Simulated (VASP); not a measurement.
# Tl (P6_3/mmc) in VASP: further runs

The runs below take Tl through single point, with revPBE.

Everything below comes from runs of VASP 6.6.1. Logs are shortened: lines on timing, memory, paths and dates and some standing lists are left out, and cuts for length are marked.

### 1 The cell of the first run

The structure is hexagonal, space group P6_3/mmc (No. 194). The conventional cell has a = 3.610 Å, b = 3.610 Å, c = 5.631 Å, α = 90.00°, β = 90.00°, γ = 120.00°. Within 4.6 Å of Tl (site symmetry -6m2) lie 12 Tl at 3.50 to 3.61 Å.

### 2 Single point, revPBE (volume scaled by 0.96)

The input, INCAR:

```
SYSTEM = Tl
ALGO = Normal ; EDIFF = 1E-6
ENCUT = 520 ; GGA = RE
ISIF = 2 ; ISMEAR = -1
LASPH = .TRUE. ; LCHARG = .FALSE.
LREAL = .FALSE. ; LWAVE = .FALSE.
NBANDS = 20 ; NELM = 60
PREC = Accurate ; SIGMA = 0.1
```

The input, KPOINTS:

```
k-points
0
G
  16 16 9
  0 0 0
```

The input, POSCAR:

```
Tl
1.0
    3.6097760833      0.0000000000      0.0000000000
   -1.8048880416      3.1261577901      0.0000000000
    0.0000000000      0.0000000000      5.6306192285
Tl
2
Direct
    0.3333333333      0.6666666667      0.2500000000
    0.6666666667      0.3333333333      0.7500000000
```

Potentials or basis: VASP PAW PBE potentials, release 64 (Tl_d).

Launch:

```console
cat potpaw_PBE.64/Tl_d/POTCAR > POTCAR
mpirun -np 1 vasp_std > vasp.out
```

OUTCAR:

```text
SYSTEM = Tl
   EDIFF = 1E-6
   ENCUT = 520
   GGA = RE
   ISIF = 2
   ISMEAR = -1
   LASPH = .TRUE.
   LREAL = .FALSE.
   NELM = 60
   PREC = Accurate

 ion  position               nearest neighbor table
   1  0.333  0.667  0.250-   2 3.50   2 3.50   2 3.50   2 3.50   2 3.50   2 3.50
   2  0.667  0.333  0.750-   1 3.50   1 3.50   1 3.50   1 3.50   1 3.50   1 3.50

  LATTYP: Found a hexagonal cell.
 ALAT       =     3.6097760833
 C/A-ratio  =     1.5598250691

  Lattice vectors:

 A1 = (   3.6097760833,   0.0000000000,   0.0000000000)
 A2 = (  -1.8048880416,   3.1261577901,   0.0000000000)
 A3 = (   0.0000000000,   0.0000000000,   5.6306192285)

Analysis of symmetry for initial positions (statically):
=====================================================================
 Subroutine PRICEL returns:
 Original cell was already a primitive cell.

 Routine SETGRP: Setting up the symmetry group for a
 hexagonal supercell.

 Subroutine GETGRP returns: Found 24 space group operations
 (whereof 12 operations were pure point group operations)
 out of a pool of 24 trial point group operations.

The static configuration has the point symmetry D_3d.
 The point group associated with its full space group is D_6h.

Analysis of symmetry for dynamics (positions and initial velocities):
=====================================================================
 Subroutine PRICEL returns:
 Original cell was already a primitive cell.

 Routine SETGRP: Setting up the symmetry group for a
 hexagonal supercell.

 Subroutine GETGRP returns: Found 24 space group operations
 (whereof 12 operations were pure point group operations)
 out of a pool of 24 trial point group operations.

The dynamic configuration has the point symmetry D_3d.
 The point group associated with its full space group is D_6h.

 Subroutine INISYM returns: Found 24 space group operations
 (whereof 12 operations are pure point group operations),
 and found     1 'primitive' translations

----------------------------------------------------------------------------------------

                                     Primitive cell

  volume of cell :      63.5400

  direct lattice vectors                    reciprocal lattice vectors
     3.609776083  0.000000000  0.000000000     0.277025493  0.159940743  0.000000000
    -1.804888042  3.126157790  0.000000000     0.000000000  0.319881486  0.000000000
     0.000000000  0.000000000  5.630619228     0.000000000  0.000000000  0.177600360

  length of vectors
     3.609776083  3.609776083  5.630619228     0.319881486  0.319881486  0.177600360

  position of ions in fractional coordinates (direct lattice)
     0.333333333  0.666666667  0.250000000
     0.666666667  0.333333333  0.750000000

  ion indices of the primitive-cell ions
   primitive index   ion index
                 1           1
                 2           2

----------------------------------------------------------------------------------------

 KPOINTS: k-points

Automatic generation of k-mesh.
 Grid dimensions read from file:
 generate k-points for:   16   16    9

 Generating k-lattice:

  Cartesian coordinates                     Fractional coordinates (reciprocal lattice)
     0.017314093  0.009996296  0.000000000     0.062500000  0.000000000  0.000000000
     0.000000000  0.019992593  0.000000000     0.000000000  0.062500000  0.000000000
     0.000000000  0.000000000  0.019733373     0.000000000  0.000000000  0.111111111

  Length of vectors
     0.019992593  0.019992593  0.019733373

  Shift w.r.t. Gamma in fractional coordinates (k-lattice)
     0.000000000  0.000000000  0.000000000

 Subroutine IBZKPT returns following result:
 ===========================================

 Found    150 irreducible k-points:

 Following reciprocal coordinates:
            Coordinates               Weight
  0.000000  0.000000  0.000000      1.000000
  0.062500  0.000000  0.000000      6.000000
  0.125000  0.000000  0.000000      6.000000
  0.187500 -0.000000  0.000000      6.000000
  0.250000  0.000000  0.000000      6.000000
  0.312500 -0.000000  0.000000      6.000000
[... 16 lines left out ...]
  0.187500  0.187500  0.000000      6.000000
  0.250000  0.187500  0.000000     12.000000
 [... further k-points ...]
   k-points           NKPTS =    150   k-points in BZ     NKDIM =    150   number of bands    NBANDS=     20
   number of dos      NEDOS =    301   number of ions     NIONS =      2
   total plane-waves  NPLWV =  32928
   dimension x,y,z NGX =    28 NGY =   28 NGZ =   42
   dimension x,y,z NGXF=    56 NGYF=   56 NGZF=   84
   ions per type =               2
   NGX,Y,Z   is equivalent  to a cutoff of  12.90, 12.90, 12.40 a.u.
   NGXF,Y,Z  is equivalent  to a cutoff of  25.79, 25.79, 24.80 a.u.
 SYSTEM =  Tl
   PREC   = accura    normal or accurate (medium, high low for compatibility)
   ISTART =      0    job   : 0-new  1-cont  2-samecut
   ICHARG =      2    charge: 1-file 2-atom 10-const
   ISPIN  =      1    spin polarized calculation?
   LNONCOLLINEAR =      F non collinear calculations
   LSORBIT =      F    spin-orbit coupling
   LASPH  =      T    aspherical Exc in radial PAW
   ENCUT  =  520.0 eV  38.22 Ry    6.18 a.u.   6.71  6.71 10.47*2*pi/ulx,y,z
   NELM   =     60;   NELMIN=  2; NELMDL= -5     # of ELM steps
   EDIFF  = 0.1E-05   stopping-criterion for ELM
   LREAL  =      F    real-space projection
   EDIFFG = 0.1E-04   stopping-criterion for IOM
   NSW    =      0    number of steps for IOM
   IBRION =     -1    ionic relax: 0-MD 1-quasi-New 2-CG
   NFREE  =      0    steps in history (QN), initial steepest desc. (CG)
   ISIF   =      2    stress and relaxation
   ISYM   =      2    0-nonsym 1-usesym 2-fastsym
   POTIM  = 0.5000    time-step for ionic-motion
   TEBEG  =    0.0;   TEEND  =   0.0 temperature during run
   PSTRESS=    0.0 pullay stress
   NELECT =      26.0000    total number of electrons
   NUPDOWN=      -1.0000    fix difference up-down
   EMIN   =  10.00;   EMAX   =-10.00  energy-range for DOS
   EFERMI =   0.00;   METHOD = LEGACY
   ISMEAR =    -1;   SIGMA  =   0.10  broadening in eV -4-tet -1-fermi 0-gaus
   EFERMI_NEDOS =   21; number of points for ismear=-14 and -15
   IALGO  =     38    algorithm
   IMIX   =      4    mixing-type and parameters
     AMIX     =   0.40;   BMIX     =  1.00
     AMIX_MAG =   1.60;   BMIX_MAG =  1.00
  volume/ion in A,a.u.               =      31.77       214.39
  Fermi-wavevector in a.u.,A,eV,Ry     =   1.215393  2.296760 20.098266  1.477181
  Thomas-Fermi vector in A             =   2.350782
   LORBIT       =      0    0 simple, 1 ext, 2 COOP (PROOUT), +10 PAW based schemes
   GGA     = RE    functional components
   LHFCALC =     F    Hartree Fock is set to
   AEXX    =    0.0000 exact exchange contribution
   IVDW    =     0    specifies the selected vdW correction
   LEPSILON=     F    determine dielectric tensor
   LRPA    =     F    only Hartree local field effects (RPA)
 non-spin polarized calculation
  energy-cutoff  :      520.00
  volume of cell :       63.54
 maximum number of plane-waves:      1737
 NGX is ok and might be reduce to    28
   NGX = 13   NGY = 13   NGZ = 21

 number of electron      26.0000008 magnetization

 Free energy of the ion-electron system (eV)
  ---------------------------------------------------
  ext. energy  EPLUGINS =         0.00000000
  ---------------------------------------------------
  free energy    TOTEN  =        -3.81370580 eV

  energy without entropy =       -3.77969547  energy(sigma->0) =       -3.79670063

 E-fermi :   5.6571     XC(G=0):  -9.5778

 val. band max:        5.6528066808   @ k =   0.3125   0.3125   0.3333
 cond. band min:       5.6643044876   @ k =   0.2500   0.0625   0.2222
 fundamental gap:      0.0114978067
 Fermi energy:         5.6571487115

 k-point     1 :       0.0000    0.0000    0.0000
  band No.  band energies     occupation
      1      -6.0188      2.00000
      2      -5.8596      2.00000
      3      -5.8596      2.00000
      4      -5.8541      2.00000
      5      -5.8176      2.00000
      6      -5.8176      2.00000
[... 12 lines left out ...]
     19      15.5328      0.00000
     20      16.0747      0.00000

 k-point     2 :       0.0625    0.0000    0.0000
  band No.  band energies     occupation
      1      -6.0106      2.00000
      2      -5.8825      2.00000
      3      -5.8475      2.00000
      4      -5.8287      2.00000
      5      -5.8169      2.00000
      6      -5.8062      2.00000
[... 12 lines left out ...]
     19      15.9293      0.00000
     20      16.0286      0.00000

 k-point     3 :       0.1250    0.0000    0.0000
  band No.  band energies     occupation
      1      -5.9968      2.00000
      2      -5.9002      2.00000
      3      -5.8223      2.00000
      4      -5.8188      2.00000
      5      -5.8188      2.00000
      6      -5.8130      2.00000
[... 12 lines left out ...]
     19      15.4967      0.00000
     20      16.8594      0.00000

 k-point     4 :       0.1875   -0.0000    0.0000
  band No.  band energies     occupation
      1      -6.0060      2.00000
      2      -5.8947      2.00000
      3      -5.8535      2.00000
      4      -5.8412      2.00000
      5      -5.8173      2.00000
      6      -5.7610      2.00000
[... 12 lines left out ...]
     19      14.7856      0.00000
     20      16.7537      0.00000

 k-point     5 :       0.2500    0.0000    0.0000
  band No.  band energies     occupation
      1      -6.0374      2.00000
      2      -5.8945      2.00000
      3      -5.8892      2.00000
      4      -5.8660      2.00000
      5      -5.7990      2.00000
      6      -5.6993      2.00000
[... 12 lines left out ...]
     19      14.3672      0.00000
     20      16.1347      0.00000
[... 353 lines left out ...]
      6      -5.7186      2.00000
[... 12 lines left out ...]
     19      13.8718      0.00000
     20      14.8847      0.00000

 k-point    22 :       0.4375    0.1250    0.0000
  band No.  band energies     occupation
      1      -6.0762      2.00000
      2      -6.0398      2.00000
      3      -5.8968      2.00000
      4      -5.8967      2.00000
      5      -5.7259      2.00000
      6      -5.7096      2.00000
[... 12 lines left out ...]
     19      13.8042      0.00000
     20      14.8378      0.00000

 k-point    23 :       0.1875    0.1875    0.0000
  band No.  band energies     occupation
      1      -5.9628      2.00000
      2      -5.9602      2.00000
      3      -5.9564      2.00000
      4      -5.8740      2.00000
      5      -5.7510      2.00000
      6      -5.6857      2.00000
[... 12 lines left out ...]
     19      14.1065      0.00000
     20      16.5407      0.00000

 k-point    24 :       0.2500    0.1875    0.0000
  band No.  band energies     occupation
      1      -6.0050      2.00000
      2      -5.9846      2.00000
      3      -5.9206      2.00000
      4      -5.8767      2.00000
      5      -5.7318      2.00000
      6      -5.7025      2.00000
[... 12 lines left out ...]
     19      13.5099      0.00000
     20      16.5767      0.00000

 [... further k-points ...]
[... 5 lines left out ...]
  --------------------------------------------------------------------------------------
  -------------------------------------------------------------------------------------
  Total        0.3235161      0.3235161      0.4598189      0.0000000      0.0000000      0.0000000
  in kB        8.1575389      8.1575389     11.5944475      0.0000000      0.0000000      0.0000000
  external PRESSURE =       9.3031751 kB  Pullay stress =       0.0000000 kB

 VOLUME and BASIS-vectors are now :
 -----------------------------------------------------------------------------
  energy-cutoff  :      520.00
  volume of cell :       63.54
      direct lattice vectors                 reciprocal lattice vectors
     3.609776083  0.000000000  0.000000000     0.277025493  0.159940743  0.000000000
    -1.804888042  3.126157790  0.000000000     0.000000000  0.319881486  0.000000000
     0.000000000  0.000000000  5.630619228     0.000000000  0.000000000  0.177600360

 POSITION                                       TOTAL-FORCE (eV/Angst)
 -----------------------------------------------------------------------------------
     -0.00000      2.08411      1.40765        -0.000000      0.000000      0.000000
      1.80489      1.04205      4.22296         0.000000      0.000000      0.000000
 -----------------------------------------------------------------------------------
    total drift:                                0.000000     -0.000000      0.000000

  FREE ENERGIE OF THE ION-ELECTRON SYSTEM (eV)
  ---------------------------------------------------
  free  energy   TOTEN  =        -3.8137058007 eV

  energy  without entropy=       -3.7796954659  energy(sigma->0) =       -3.79670063
```

Wall time 2 min (1 thread of AMD EPYC 7R43 (Zen 3), shared host); peak memory 0.25 GiB.

Results:

| Item | Value |
| --- | --- |
| Free energy | -3.8137 eV |
| Pressure | 0.9 GPa |
| Band gap on the k mesh | zero (band 13 reaches 8.21 eV, above the bottom of band 14 at 3.93 eV) |

Caveat: the cell differs from its parent crystal (volume scaled by 0.96); the PAW data sets were made with another functional, which shifts forces and pressure a little; spin-orbit coupling is left out, which moves the levels of the heavy elements.

### 3 Single point, revPBE

This run uses another cell than the first one, of 33.09 Å³/atom, 1.042 times its volume.

The input, INCAR:

```
SYSTEM = Tl
PREC = Accurate ; ENCUT = 520
EDIFF = 1E-6 ; ISMEAR = -1
SIGMA = 0.1 ; LREAL = .False.
LASPH = .True. ; NELM = 80
ALGO = Normal ; ISIF = 2
LWAVE = .False. ; LCHARG = .False.
GGA = RE ; NBANDS = 20
```

The input, KPOINTS:

```
regular mesh
0
Gamma
  16 16 9
  0 0 0
```

The input, POSCAR:

```
Tl
1.0
    3.6592312162      0.0000000000      0.0000000000
   -1.8296156081      3.1689871916      0.0000000000
    0.0000000000      0.0000000000      5.7077605846
Tl
2
Direct
    0.3333333333      0.6666666667      0.2500000000
    0.6666666667      0.3333333333      0.7500000000
```

Potentials or basis: VASP PAW PBE potentials, release 64 (Tl_d).

Launch:

```console
cat potpaw_PBE.64/Tl_d/POTCAR > POTCAR
mpirun -np 1 vasp_std > vasp.out
```

OUTCAR:

```text
SYSTEM = Tl
   PREC = Accurate
   ENCUT = 520
   EDIFF = 1E-6
   ISMEAR = -1
   LREAL = .False.
   LASPH = .True.
   NELM = 80
   ISIF = 2
   GGA = RE

 ion  position               nearest neighbor table
   1  0.333  0.667  0.250-   2 3.55   2 3.55   2 3.55   2 3.55   2 3.55   2 3.55
   2  0.667  0.333  0.750-   1 3.55   1 3.55   1 3.55   1 3.55   1 3.55   1 3.55

  LATTYP: Found a hexagonal cell.
 ALAT       =     3.6592312162
 C/A-ratio  =     1.5598250691

  Lattice vectors:
[... 190 lines left out ...]
      1      -6.3360      2.00000
      2      -6.2030      2.00000
      3      -6.2030      2.00000
      4      -6.1975      2.00000
      5      -6.1659      2.00000
      6      -6.1659      2.00000
[... 541 lines left out ...]
     19      13.0208      0.00000
     20      15.9487      0.00000

 [... further k-points ...]
[... 5 lines left out ...]
  --------------------------------------------------------------------------------------
  -------------------------------------------------------------------------------------
  Total       -0.0448241     -0.0448241      0.0293270      0.0000000      0.0000000      0.0000000
  in kB       -1.0850400     -1.0850400      0.7099082      0.0000000      0.0000000      0.0000000
  external PRESSURE =      -0.4867239 kB  Pullay stress =       0.0000000 kB

 VOLUME and BASIS-vectors are now :
 -----------------------------------------------------------------------------
  energy-cutoff  :      520.00
  volume of cell :       66.19
      direct lattice vectors                 reciprocal lattice vectors
     3.659231216  0.000000000  0.000000000     0.273281447  0.157779117  0.000000000
    -1.829615608  3.168987192  0.000000000     0.000000000  0.315558233  0.000000000
     0.000000000  0.000000000  5.707760585     0.000000000  0.000000000  0.175200061

 POSITION                                       TOTAL-FORCE (eV/Angst)
 -----------------------------------------------------------------------------------
     -0.00000      2.11266      1.42694        -0.000000      0.000000      0.000000
      1.82962      1.05633      4.28082         0.000000     -0.000000      0.000000
 -----------------------------------------------------------------------------------
    total drift:                               -0.000000      0.000000      0.000000

  FREE ENERGIE OF THE ION-ELECTRON SYSTEM (eV)
  ---------------------------------------------------
  free  energy   TOTEN  =        -3.8220465736 eV

  energy  without entropy=       -3.7864140542  energy(sigma->0) =       -3.80423031
```

stdout:

```text
POSCAR found type information on POSCAR Tl
 POSCAR found :  1 types and       2 ions
 scaLAPACK will be used
 -----------------------------------------------------------------------------
|                                                                             |
|                                                                             |
|     You enforced a specific xc type in the INCAR file but a different       |
|     I HOPE YOU KNOW WHAT YOU ARE DOING!                                     |
|                                                                             |
 -----------------------------------------------------------------------------

 LDA part: xc-table for (Slater+PW92), standard interpolation
 POSCAR, INCAR and KPOINTS ok, starting setup
 FFT: planning ... GRIDC
 FFT: planning ... GRID_SOFT
 FFT: planning ... GRID
 WAVECAR not read
 entering main loop
```

Wall time 2.2 min (1 thread of AMD EPYC 7R43 (Zen 3), shared host); peak memory 0.25 GiB.

Results:

```yaml
Free_energy: -3.8220 eV
Pressure: 0.0 GPa
Band_gap_on_the_k_mesh: zero (band 13 reaches 7.71 eV, above the bottom of band 14 at 3.67 eV)
```

Levels at points of the mesh, in eV from the Fermi level:
```
           k point  band 10  band 11  band 12  band 13  band 14  band 15  band 16  band 17
(0.00, 0.00, 0.00)   -11.18    -9.15    -4.99    -2.23     6.77     6.77     8.62     8.62
(0.50, 0.00, 0.00)   -11.14    -5.77    -4.64    -0.73     0.68     1.32     3.41     3.50
```

Caveat: the PAW data sets were made with another functional, which shifts forces and pressure a little; spin-orbit coupling is left out, which moves the levels of the heavy elements.

### 4 Single point, revPBE

This run uses another cell than the first one, of 33.09 Å³/atom, 1.042 times its volume.

The input, INCAR:

```
  PREC = Accurate
  ENCUT = 520
  EDIFF = 1E-6
  ISMEAR = -1
  SIGMA = 0.1
  LREAL = False
  LASPH = True
  NELM = 60
  ALGO = Normal
  ISIF = 2
  LWAVE = False
  LCHARG = False
  GGA = RE
  NBANDS = 20
```

The input, KPOINTS:

```
Automatic mesh
0
Gamma
  16 16 9
```

POSCAR is that of step 3.

Launch:

```console
cat potpaw_PBE.64/Tl_d/POTCAR > POTCAR
mpirun -np 1 vasp_std > vasp.out
```

Run time: 3.1 min. Hardware: 1 thread of AMD EPYC 7R43 (Zen 3), shared host; peak memory 0.26 GiB.

It converged, with:

```
Free energy            : -3.8220 eV
Pressure               : 0.0 GPa
Band gap on the k mesh : zero (band 13 reaches 7.71 eV, above the bottom of band 14 at 3.67 eV)
```

Stress tensor (GPa, compression positive):
```
-0.11  0.00  0.00
 0.00 -0.11  0.00
 0.00  0.00  0.07
```

Levels at points of the mesh, in eV from the Fermi level:
```csv
k point,band 10,band 11,band 12,band 13,band 14,band 15,band 16,band 17
"(0.00, 0.00, 0.00)",-11.18,-9.15,-4.99,-2.23,6.77,6.77,8.62,8.62
"(0.50, 0.00, 0.00)",-11.14,-5.77,-4.64,-0.73,0.68,1.32,3.41,3.50
```

Caveat: the PAW data sets were made with another functional, which shifts forces and pressure a little; spin-orbit coupling is left out, which moves the levels of the heavy elements.
